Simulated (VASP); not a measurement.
Here is a VASP 6.6.1 calculation.

INCAR

```
PREC = Accurate
ENCUT = 500
EDIFF = 1E-6
ISMEAR = -1
SIGMA = 0.01
LREAL = F
LASPH = T
NELM = 120
ALGO = Normal
ISIF = 2
LWAVE = F
LCHARG = F
GGA = PS
NBANDS = 15
GGA_COMPAT = F
```

File KPOINTS:

```
regular mesh
0
Gamma
  7 7 7
```

POSCAR

```
CaS
1.0
    0.0000000000      2.8430000000      2.8430000000
    2.8430000000      0.0000000000      2.8430000000
    2.8430000000      2.8430000000      0.0000000000
Ca S
1 1
Direct
    0.0000000000      0.0000000000      0.0000000000
    0.5000000000      0.5000000000      0.5000000000
```

Potentials or basis: VASP PAW PBE potentials, release 64 (Ca_sv, S).

Launch:

```console
$ cat potpaw_PBE.64/Ca_sv/POTCAR potpaw_PBE.64/S/POTCAR > POTCAR
$ mpirun -np 1 vasp_std > vasp.out
```

**Question.** Predict the band gap on the k mesh.

**Answer.** 2.29 eV, indirect (least direct gap 3.09 eV).

**Question.** What does it give for the pressure?

**Answer.** -1.5 GPa.

Caveat: the PAW data sets were made with another functional, which shifts forces and pressure a little. Expect the measured gap to be larger: semilocal functionals such as PBEsol lack the derivative discontinuity.
